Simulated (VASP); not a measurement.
# Hf4Si (I4/m) in VASP: a series of runs

Runs on Hf4Si. Level: PBE. Tasks: single point.

Everything below comes from runs of VASP 6.6.1. Logs are shortened: lines on timing, memory, paths and dates and some standing lists are left out, and cuts for length are marked.

## Step 1: The cell of the first run

It takes space group I4/m (No. 87, tetragonal). The conventional cell has a = 6.976 Å, b = 6.976 Å, c = 4.191 Å, α = 90.00°, β = 90.00°, γ = 90.00°. Within 3.9 Å of Hf (site symmetry m) lie 9 Hf at 2.95 to 3.20 Å and 3 Si at 3.05 to 3.07 Å. Within 4.0 Å of Si (site symmetry 4/m) lie 12 Hf at 3.05 to 3.07 Å.

## Step 2: Single point, PBE

Contents of INCAR:

```
  PREC = Accurate
  ENCUT = 520
  EDIFF = 1E-6
  ISMEAR = 0
  SIGMA = 0.2
  LREAL = False
  LASPH = True
  NELM = 80
  ALGO = Normal
  ISIF = 2
  LWAVE = False
  LCHARG = False
  GGA = PE
  NBANDS = 30
```

Contents of KPOINTS:

```
Automatic mesh
0
Gamma
  5 5 5
```

Contents of POSCAR:

```
Hf4Si
1.0
   -3.4877531318      3.4877531318      2.0955067132
    3.4877531318     -3.4877531318      2.0955067132
    3.4877531318      3.4877531318     -2.0955067132
Hf Si
4 1
Direct
    0.2023034276      0.3912180075      0.5935214351
    0.3912180075      0.7976965724      0.1889145799
    0.6087819925      0.2023034276      0.8110854201
    0.7976965724      0.6087819925      0.4064785649
    0.0000000000      0.0000000000      0.0000000000
```

Potentials or basis: VASP PAW PBE potentials, release 64 (Hf_pv, Si).

The run is started by

```console
> cat potpaw_PBE.64/Hf_pv/POTCAR potpaw_PBE.64/Si/POTCAR > POTCAR
> mpirun -np 1 vasp_std > vasp.out
```

OUTCAR:

```text
PREC = Accurate
   ENCUT = 520
   EDIFF = 1E-6
   ISMEAR = 0
   LREAL = False
   LASPH = True
   NELM = 80
   ISIF = 2
   GGA = PE

 ion  position               nearest neighbor table
   1  0.202  0.391  0.594-   4 2.95   4 2.95   5 3.05   5 3.05   5 3.07   2 3.09   3 3.09   3 3.09
                             2 3.09   3 3.13   2 3.13   4 3.20
   2  0.391  0.798  0.189-   3 2.95   3 2.95   5 3.05   5 3.05   5 3.07   1 3.09   4 3.09   4 3.09
                             1 3.09   1 3.13   4 3.13   3 3.20
   3  0.609  0.202  0.811-   2 2.95   2 2.95   5 3.05   5 3.05   5 3.07   4 3.09   1 3.09   4 3.09
                             1 3.09   4 3.13   1 3.13   2 3.20
   4  0.798  0.609  0.406-   1 2.95   1 2.95   5 3.05   5 3.05   5 3.07   3 3.09   2 3.09   3 3.09
                             2 3.09   3 3.13   2 3.13   1 3.20
   5  0.000  0.000  0.000-   4 3.05   3 3.05   1 3.05   4 3.05   2 3.05   1 3.05   2 3.05   3 3.05
                             4 3.07   2 3.07   3 3.07   1 3.07

  LATTYP: Found a body centered tetragonal cell.
 ALAT       =     6.9755062636
 C/A-ratio  =     0.6008185310

  Lattice vectors:

 A1 = (  -3.4877531318,   3.4877531318,   2.0955067132)
 A2 = (   3.4877531318,  -3.4877531318,   2.0955067132)
 A3 = (   3.4877531318,   3.4877531318,  -2.0955067132)

Analysis of symmetry for initial positions (statically):
=====================================================================
 Subroutine PRICEL returns:
 Original cell was already a primitive cell.

 Routine SETGRP: Setting up the symmetry group for a
 body centered tetragonal supercell.

 Subroutine GETGRP returns: Found  8 space group operations
 (whereof  8 operations were pure point group operations)
 out of a pool of 16 trial point group operations.

The static configuration has the point symmetry C_4h.

Analysis of symmetry for dynamics (positions and initial velocities):
=====================================================================
 Subroutine PRICEL returns:
 Original cell was already a primitive cell.

 Routine SETGRP: Setting up the symmetry group for a
 body centered tetragonal supercell.

 Subroutine GETGRP returns: Found  8 space group operations
 (whereof  8 operations were pure point group operations)
 out of a pool of 16 trial point group operations.

The dynamic configuration has the point symmetry C_4h.

 Subroutine INISYM returns: Found  8 space group operations
 (whereof  8 operations are pure point group operations),
 and found     1 'primitive' translations

----------------------------------------------------------------------------------------

                                     Primitive cell

  volume of cell :     101.9625

  direct lattice vectors                    reciprocal lattice vectors
    -3.487753132  3.487753132  2.095506713     0.000000000  0.143358770  0.238605773
     3.487753132 -3.487753132  2.095506713     0.143358770  0.000000000  0.238605773
     3.487753132  3.487753132 -2.095506713     0.143358770  0.143358770  0.000000000

  length of vectors
     5.359103675  5.359103675  5.359103675     0.278360292  0.278360292  0.202739917

  position of ions in fractional coordinates (direct lattice)
     0.202303428  0.391218008  0.593521435
     0.391218008  0.797696572  0.188914580
     0.608781992  0.202303428  0.811085420
     0.797696572  0.608781992  0.406478565
     0.000000000  0.000000000  0.000000000

  ion indices of the primitive-cell ions
   primitive index   ion index
                 1           1
                 2           2
                 3           3
                 4           4
                 5           5

----------------------------------------------------------------------------------------

 KPOINTS: Automatic mesh

Automatic generation of k-mesh.
 Grid dimensions read from file:
 generate k-points for:    5    5    5

 Generating k-lattice:

  Cartesian coordinates                     Fractional coordinates (reciprocal lattice)
     0.000000000  0.028671754  0.047721155     0.200000000  0.000000000 -0.000000000
     0.028671754  0.000000000  0.047721155     0.000000000  0.200000000 -0.000000000
     0.028671754  0.028671754  0.000000000     0.000000000  0.000000000  0.200000000

  Length of vectors
     0.055672058  0.055672058  0.040547983

  Shift w.r.t. Gamma in fractional coordinates (k-lattice)
     0.000000000  0.000000000  0.000000000

 Subroutine IBZKPT returns following result:
 ===========================================

 Found     21 irreducible k-points:

 Following reciprocal coordinates:
            Coordinates               Weight
  0.000000  0.000000  0.000000      1.000000
  0.200000 -0.000000  0.000000      8.000000
  0.400000 -0.000000  0.000000      8.000000
  0.200000  0.200000  0.000000      8.000000
  0.400000  0.200000 -0.000000      8.000000
 -0.200000 -0.400000  0.000000      8.000000
[... 13 lines left out ...]
 -0.400000  0.400000  0.400000      4.000000
 -0.400000 -0.400000  0.400000      2.000000
   k-points           NKPTS =     21   k-points in BZ     NKDIM =     21   number of bands    NBANDS=     30
   number of dos      NEDOS =    301   number of ions     NIONS =      5
   total plane-waves  NPLWV =  64000
   dimension x,y,z NGX =    40 NGY =   40 NGZ =   40
   dimension x,y,z NGXF=    80 NGYF=   80 NGZF=   80
   ions per type =               4   1
   NGX,Y,Z   is equivalent  to a cutoff of  12.41, 12.41, 12.41 a.u.
   NGXF,Y,Z  is equivalent  to a cutoff of  24.82, 24.82, 24.82 a.u.
 SYSTEM =  unknown system
   PREC   = accura    normal or accurate (medium, high low for compatibility)
   ISTART =      0    job   : 0-new  1-cont  2-samecut
   ICHARG =      2    charge: 1-file 2-atom 10-const
   ISPIN  =      1    spin polarized calculation?
   LNONCOLLINEAR =      F non collinear calculations
   LSORBIT =      F    spin-orbit coupling
   LASPH  =      T    aspherical Exc in radial PAW
   ENCUT  =  520.0 eV  38.22 Ry    6.18 a.u.   9.96  9.96  9.96*2*pi/ulx,y,z
   NELM   =     80;   NELMIN=  2; NELMDL= -5     # of ELM steps
   EDIFF  = 0.1E-05   stopping-criterion for ELM
   LREAL  =      F    real-space projection
   EDIFFG = 0.1E-04   stopping-criterion for IOM
   NSW    =      0    number of steps for IOM
   IBRION =     -1    ionic relax: 0-MD 1-quasi-New 2-CG
   NFREE  =      0    steps in history (QN), initial steepest desc. (CG)
   ISIF   =      2    stress and relaxation
   ISYM   =      2    0-nonsym 1-usesym 2-fastsym
   POTIM  = 0.5000    time-step for ionic-motion
   TEBEG  =    0.0;   TEEND  =   0.0 temperature during run
   PSTRESS=    0.0 pullay stress
   NELECT =      44.0000    total number of electrons
   NUPDOWN=      -1.0000    fix difference up-down
   EMIN   =  10.00;   EMAX   =-10.00  energy-range for DOS
   EFERMI =   0.00;   METHOD = LEGACY
   ISMEAR =     0;   SIGMA  =   0.20  broadening in eV -4-tet -1-fermi 0-gaus
   EFERMI_NEDOS =   21; number of points for ismear=-14 and -15
   IALGO  =     38    algorithm
   IMIX   =      4    mixing-type and parameters
     AMIX     =   0.40;   BMIX     =  1.00
     AMIX_MAG =   1.60;   BMIX_MAG =  1.00
  volume/ion in A,a.u.               =      20.39       137.62
  Fermi-wavevector in a.u.,A,eV,Ry     =   1.237121  2.337820 20.823290  1.530469
  Thomas-Fermi vector in A             =   2.371701
   LORBIT       =      0    0 simple, 1 ext, 2 COOP (PROOUT), +10 PAW based schemes
   GGA     = PE    functional components
   LHFCALC =     F    Hartree Fock is set to
   AEXX    =    0.0000 exact exchange contribution
   IVDW    =     0    specifies the selected vdW correction
   LEPSILON=     F    determine dielectric tensor
   LRPA    =     F    only Hartree local field effects (RPA)
 non-spin polarized calculation
 Gauss-broadening in eV      SIGMA  =   0.20
  energy-cutoff  :      520.00
  volume of cell :      101.96
 maximum number of plane-waves:      2768
   NGX = 19   NGY = 19   NGZ = 19

 number of electron      44.0000001 magnetization

 Free energy of the ion-electron system (eV)
  ---------------------------------------------------
  ext. energy  EPLUGINS =         0.00000000
  ---------------------------------------------------
  free energy    TOTEN  =       -45.96598748 eV

  energy without entropy =      -45.84477674  energy(sigma->0) =      -45.90538211

 E-fermi :   5.6023     XC(G=0): -11.3503

 val. band max:        5.5963018618   @ k =   0.0000   0.0000   0.0000
 cond. band min:       5.6249915200   @ k =  -0.2000   0.4000   0.0000
 fundamental gap:      0.0286896582
 Fermi energy:         5.6023245939

 k-point     1 :       0.0000    0.0000    0.0000
  band No.  band energies     occupation
      1     -25.0531      2.00000
      2     -25.0510      2.00000
      3     -24.9308      2.00000
      4     -24.9308      2.00000
      5     -24.9046      2.00000
      6     -24.9046      2.00000
[... 22 lines left out ...]
     29       8.3674      0.00000
     30       8.3674      0.00000

 k-point     2 :       0.2000   -0.0000    0.0000
  band No.  band energies     occupation
      1     -25.1211      2.00000
      2     -25.0774      2.00000
      3     -25.0433      2.00000
      4     -24.9738      2.00000
      5     -24.8665      2.00000
      6     -24.7600      2.00000
[... 22 lines left out ...]
     29       8.5867      0.00000
     30       9.0438      0.00000

 k-point     3 :       0.4000   -0.0000    0.0000
  band No.  band energies     occupation
      1     -25.2081      2.00000
      2     -25.1102      2.00000
      3     -25.0496      2.00000
      4     -24.9108      2.00000
      5     -24.9049      2.00000
      6     -24.7728      2.00000
[... 583 lines left out ...]
     29       8.9347      0.00000
     30       9.2162      0.00000

 k-point    21 :      -0.4000   -0.4000    0.4000
  band No.  band energies     occupation
      1     -25.1688      2.00000
      2     -25.0467      2.00000
      3     -24.9906      2.00000
      4     -24.9253      2.00000
      5     -24.9253      2.00000
      6     -24.6843      2.00000
[... 22 lines left out ...]
     29       8.4737      0.00000
     30       9.3521      0.00000

------------------------ aborting loop because EDIFF is reached ----------------------------------------

  FORCE on cell =-STRESS in cart. coord.  units (eV):
  Direction    XX          YY          ZZ          XY          YZ          ZX
  --------------------------------------------------------------------------------------
  -------------------------------------------------------------------------------------
  Total       -0.2571109     -0.2571109     -0.5917487     -0.0000000     -0.0000000     -0.0000000
  in kB       -4.0400860     -4.0400860     -9.2983811     -0.0000005     -0.0000000     -0.0000000
  external PRESSURE =      -5.7928510 kB  Pullay stress =       0.0000000 kB

 VOLUME and BASIS-vectors are now :
 -----------------------------------------------------------------------------
  energy-cutoff  :      520.00
  volume of cell :      101.96
      direct lattice vectors                 reciprocal lattice vectors
    -3.487753132  3.487753132  2.095506713     0.000000000  0.143358770  0.238605773
     3.487753132 -3.487753132  2.095506713     0.143358770  0.000000000  0.238605773
     3.487753132  3.487753132 -2.095506713     0.143358770  0.143358770  0.000000000

 POSITION                                       TOTAL-FORCE (eV/Angst)
 -----------------------------------------------------------------------------------
      2.72894      1.41117     -0.00000        -0.002578     -0.057870      0.000000
      2.07658     -0.75881      2.09551         0.057870     -0.002578     -0.000000
      1.41117      4.24656      0.00000        -0.057870      0.002578      0.000000
      0.75881      2.07658      2.09551         0.002578      0.057870     -0.000000
      0.00000      0.00000      0.00000        -0.000000      0.000000     -0.000000
 -----------------------------------------------------------------------------------
    total drift:                               -0.000000     -0.000000      0.000000

  FREE ENERGIE OF THE ION-ELECTRON SYSTEM (eV)
  ---------------------------------------------------
  free  energy   TOTEN  =       -45.9659874804 eV

  energy  without entropy=      -45.8447767438  energy(sigma->0) =      -45.90538211
```

Wall time 1.8 min (1 thread of Intel Xeon 8259CL, shared host); peak memory 0.26 GiB.

Results:

| Item | Value |
| --- | --- |
| Free energy | -45.9660 eV |
| Pressure | -0.6 GPa |
| Largest force | 0.058 eV/Å |
| Band gap on the k mesh | zero (bands 22 and 23 overlap by 0.31 eV) |

Forces in eV/Å, atoms in the order of the input:
```
Hf  -0.003 -0.058  0.000
Hf   0.058 -0.003  0.000
Hf  -0.058  0.003  0.000
Hf   0.003  0.058  0.000
Si   0.000  0.000  0.000
```

Caveat: spin-orbit coupling is left out, which moves the levels of the heavy elements.

## Step 3: Single point, PBE

Contents of INCAR:

```
PREC = Accurate
ENCUT = 520
EDIFF = 1E-6
ISMEAR = 0
SIGMA = 0.1
LREAL = False
LASPH = True
NELM = 60
ALGO = Fast
ISIF = 2
LWAVE = False
LCHARG = True
GGA = PE
LELF = True
LVHAR = True
NBANDS = 30
```

Contents of KPOINTS:

```
regular mesh
0
Gamma
  8 8 8
```

Contents of POSCAR:

```
Hf4Si
1.0
   -3.4803393810      3.4803393810      2.1030231465
    3.4803393810     -3.4803393810      2.1030231465
    3.4803393810      3.4803393810     -2.1030231465
Hf Si
4 1
Direct
    0.8007439388      0.3889635905      0.1897075293
    0.6110364095      0.8007439388      0.4117803483
    0.3889635905      0.1992560612      0.5882196517
    0.1992560612      0.6110364095      0.8102924707
    0.0000000000      0.0000000000      0.0000000000
```

Potentials or basis: VASP PAW PBE potentials, release 64 (Hf_pv, Si).

The run is started by

```console
> cat potpaw_PBE.64/Hf_pv/POTCAR potpaw_PBE.64/Si/POTCAR > POTCAR
> mpirun -np 1 vasp_std > vasp.out
```

OUTCAR:

```text
PREC = Accurate
   ENCUT = 520
   EDIFF = 1E-6
   ISMEAR = 0
   LREAL = False
   LASPH = True
   NELM = 60
   ISIF = 2
   GGA = PE

 ion  position               nearest neighbor table
   1  0.801  0.389  0.190-   4 2.94   4 2.94   5 3.04   5 3.07   5 3.07   3 3.08   2 3.08   3 3.08
                             2 3.08   2 3.16   3 3.16   4 3.18
   2  0.611  0.801  0.412-   3 2.94   3 2.94   5 3.04   5 3.07   5 3.07   4 3.08   1 3.08   4 3.08
                             1 3.08   1 3.16   4 3.16   3 3.18
   3  0.389  0.199  0.588-   2 2.94   2 2.94   5 3.04   5 3.07   5 3.07   1 3.08   4 3.08   1 3.08
                             4 3.08   4 3.16   1 3.16   2 3.18
[... 1003 lines left out ...]
  Total       -0.2481922     -0.2481922     -0.2740488      0.0000001      0.0000000     -0.0000000
  in kB       -3.9025775     -3.9025775     -4.3091457      0.0000016      0.0000000     -0.0000000
  external PRESSURE =      -4.0381002 kB  Pullay stress =       0.0000000 kB

 VOLUME and BASIS-vectors are now :
 -----------------------------------------------------------------------------
  energy-cutoff  :      520.00
  volume of cell :      101.89
      direct lattice vectors                 reciprocal lattice vectors
    -3.480339381  3.480339381  2.103023146     0.000000000  0.143664150  0.237752970
     3.480339381 -3.480339381  2.103023146     0.143664150  0.000000000  0.237752970
     3.480339381  3.480339381 -2.103023146     0.143664150  0.143664150  0.000000000

 POSITION                                       TOTAL-FORCE (eV/Angst)
 -----------------------------------------------------------------------------------
     -0.77289      2.09338      2.10302        -0.000947      0.009574     -0.000000
      2.09338      0.77289      2.10302         0.009574      0.000947      0.000000
      1.38696      2.70745      0.00000        -0.009574     -0.000947      0.000000
      4.25323      1.38696      0.00000         0.000947     -0.009574      0.000000
      0.00000      0.00000      0.00000         0.000000      0.000000     -0.000000
 -----------------------------------------------------------------------------------
    total drift:                               -0.000000      0.000000      0.000000

  FREE ENERGIE OF THE ION-ELECTRON SYSTEM (eV)
  ---------------------------------------------------
  free  energy   TOTEN  =       -45.9164213880 eV

  energy  without entropy=      -45.8843016297  energy(sigma->0) =      -45.90036151
```

OSZICAR:

```text
N       E                     dE             d eps       ncg     rms          rms(c)
DAV:   1     0.163996645569E+03    0.16400E+03   -0.23891E+04  4680   0.138E+03
DAV:   2    -0.366642345338E+02   -0.20066E+03   -0.19263E+03  5378   0.330E+02
DAV:   3    -0.472305916072E+02   -0.10566E+02   -0.10054E+02  6272   0.457E+01
DAV:   4    -0.474605080483E+02   -0.22992E+00   -0.22765E+00  5932   0.673E+00
DAV:   5    -0.474644882402E+02   -0.39802E-02   -0.39765E-02  5964   0.835E-01    0.896E+01
RMM:   6    -0.462084001372E+02    0.12561E+01   -0.15817E+00  5000   0.547E+00    0.552E+01
RMM:   7    -0.460067637873E+02    0.20164E+00   -0.32843E+00  6426   0.792E+00    0.411E+00
RMM:   8    -0.459183499022E+02    0.88414E-01   -0.58153E-01  4984   0.333E+00    0.123E+00
RMM:   9    -0.459161179555E+02    0.22319E-02   -0.64497E-02  6155   0.123E+00    0.707E-01
RMM:  10    -0.459162541382E+02   -0.13618E-03   -0.96184E-03  6715   0.464E-01    0.270E-01
RMM:  11    -0.459164519363E+02   -0.19780E-03   -0.29169E-03  6707   0.188E-01    0.328E-01
RMM:  12    -0.459164076549E+02    0.44281E-04   -0.52269E-04  6087   0.843E-02    0.444E-02
RMM:  13    -0.459164198269E+02   -0.12172E-04   -0.13107E-04  7021   0.380E-02    0.228E-02
RMM:  14    -0.459164214144E+02   -0.15876E-05   -0.13620E-05  5714   0.137E-02    0.162E-02
RMM:  15    -0.459164213880E+02    0.26411E-07   -0.30119E-06  4800   0.543E-03
   1 F= -.45916421E+02 E0= -.45900362E+02  d E =-.321198E-01
```

stdout:

```text
POSCAR found type information on POSCAR HfSi
 POSCAR found :  2 types and       5 ions
 scaLAPACK will be used
 LDA part: xc-table for (Slater+PW92), standard interpolation
 POSCAR, INCAR and KPOINTS ok, starting setup
 FFT: planning ... GRIDC
 FFT: planning ... GRID_SOFT
 FFT: planning ... GRID
 WAVECAR not read
 entering main loop
```

Wall time 8.5 min (1 thread of Intel Xeon 8259CL, shared host); peak memory 0.37 GiB.

Results:

| Quantity | Value |
| --- | --- |
| Free energy | -45.9164 eV |
| Pressure | -0.4 GPa |
| Largest force | 0.010 eV/Å |
| Band gap on the k mesh | zero (bands 22 and 23 overlap by 0.51 eV) |

Forces in eV/Å, atoms in the order of the input:
```
Hf  -0.001  0.010  0.000
Hf   0.010  0.001  0.000
Hf  -0.010 -0.001  0.000
Hf   0.001 -0.010  0.000
Si   0.000  0.000  0.000
```

Caveat: spin-orbit coupling is left out, which moves the levels of the heavy elements.

[end of part 1 of 2]

The gap in the log of VASP goes by the Fermi energy; the results here count the filled bands.